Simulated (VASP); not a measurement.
A run of VASP 6.6.1 is set up as follows.

Contents of INCAR:

```
PREC = Accurate ; ENCUT = 520
EDIFF = 1E-6 ; ISMEAR = -1
SIGMA = 0.05 ; LREAL = F
LASPH = T ; NELM = 100
ALGO = Normal ; ISIF = 2
LWAVE = F ; LCHARG = F
GGA = PE ; IBRION = 2
NSW = 80 ; EDIFFG = -0.02
KPAR = 4
```

File KPOINTS:

```
regular mesh
0
Gamma
  9 9 9
```

File POSCAR:

```
W
1.0
    5.0830000000      0.0000000000      0.0000000000
    0.0000000000      5.0830000000      0.0000000000
    0.0000000000      0.0000000000      5.0830000000
W
8
Direct
    0.0000000000      0.0000000000      0.0000000000
    0.5000000000      0.5000000000      0.5000000000
    0.0000000000      0.5000000000      0.2500000000
    0.0000000000      0.5000000000      0.7500000000
    0.2500000000      0.0000000000      0.5000000000
    0.7500000000      0.0000000000      0.5000000000
    0.5000000000      0.7500000000      0.0000000000
    0.5000000000      0.2500000000      0.0000000000
```

Potentials or basis: VASP PAW PBE potentials, release 64 (W_sv).

Launch:

```console
$ cat potpaw_PBE.64/W_sv/POTCAR > POTCAR
$ mpirun -np 4 vasp_std > vasp.out
```

(1) Predict the band gap on the k mesh.

Answers

(1) zero (bands 56 and 57 overlap by 0.72 eV).

Caveat: the relaxation stopped at its first step, so nothing moved; spin-orbit coupling is left out, which moves the levels of the heavy elements.
